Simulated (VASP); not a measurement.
## GeSb2Te4: single point with PBE

Crystal: GeSb2Te4.

```
Ge Sb Te
1.0
    -4.29770    0.00000    0.00000
    -2.14885   -3.72192    0.00000
     0.42977    1.24064   14.13027
Ge Sb Te
1 2 4
Direct
  0.48833 0.57126 0.20734
  0.11739 0.42593 0.77135
  0.80304 0.99771 0.48667
  0.82831 0.87135 0.10761
  0.77599 0.13295 0.89240
  0.46039 0.71095 0.62639
  0.14461 0.28985 0.36310
```

This cell differs from its parent crystal: the part above a cut slid along it.

* Program: VASP 6.6.1
* Task: single point
* Functional: PBE
* Potentials or basis: VASP PAW PBE potentials, release 64 (Ge_d, Sb, Te)
* Cutoff: 520 eV
* k mesh: 9 × 9 × 3
* Occupations: gaussian, width 0.03 eV
* Spin: no spin polarisation

- Pressure: 0.5 GPa
- Largest force: 0.358 eV/Å
- Band gap on the k mesh: 0.17 eV (least direct gap 0.29 eV)

Forces in eV/Å, atoms in the order of the input:
```
Ge  -0.003  0.039  0.128
Sb   0.042 -0.040 -0.209
Sb   0.033  0.042  0.052
Te   0.082  0.157  0.311
Te  -0.082 -0.113 -0.219
Te  -0.046 -0.047 -0.013
Te  -0.027 -0.039 -0.050
```

Stress tensor (GPa, compression positive):
```
0.24 0.18 0.34
0.18 0.05 0.70
0.34 0.70 1.25
```

Levels at points of the mesh, in eV from the valence-band top:
```
           k point  band 21  band 22  band 23  band 24  band 25  band 26  band 27  band 28
(0.00, 0.00, 0.00)    -1.45    -1.38    -1.17    -0.21     0.21     0.25     0.40     1.12
```

It took 33 min on 1 thread of Oxide Virtual Turin-like Processor, on a shared host, peak memory 0.91 GiB.

Caveat: the cell differs from its parent crystal (the part above a cut slid along it); semilocal functionals underestimate gaps, and a narrow one can read as zero; spin-orbit coupling is left out, which moves the levels of the heavy elements. A k mesh can miss the band edges.
